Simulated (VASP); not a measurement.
## SrTl: single point with LDA

Crystal: SrTl.

```
Sr Tl
1.0
     4.01851    0.00000    0.00000
     0.00000    4.01851    0.00000
     0.00000    0.00000    4.01851
Sr Tl
1 1
Cartesian
  0.0000 0.0000 0.0000
  2.0093 2.0093 2.0093
```

- Program: VASP 6.6.1
- Task: single point
- Functional: LDA
- Potentials or basis: VASP PAW LDA potentials, release 64 (Sr_sv, Tl_d)
- Cutoff: 520 eV
- k mesh: 8 × 8 × 8
- Occupations: fermi-dirac, width 0.05 eV
- Spin: no spin polarisation

The pressure is -1.5 GPa and the band gap on the k mesh is zero (an odd number of electrons rules out a gap without spin polarisation).

Levels at points of the mesh, in eV from the Fermi level:
```tsv
k point	band 9	band 10	band 11	band 12	band 13	band 14	band 15	band 16
(0.00, 0.00, 0.00)	-11.32	-7.94	1.22	1.22	2.91	2.91	2.91	4.46
(0.50, 0.00, 0.00)	-11.28	-6.39	-3.00	1.57	1.59	1.59	5.05	5.93
(0.50, 0.50, 0.00)	-11.19	-6.00	-0.79	-0.79	0.96	3.71	3.71	4.64
(0.50, 0.50, 0.50)	-11.19	-4.71	-1.47	-1.47	-1.47	4.48	4.48	4.48
```

Run time: 48 s on 1 thread of Intel Xeon 8259CL (shared host), peak memory 0.18 GiB.

Caveat: spin-orbit coupling is left out, which moves the levels of the heavy elements.
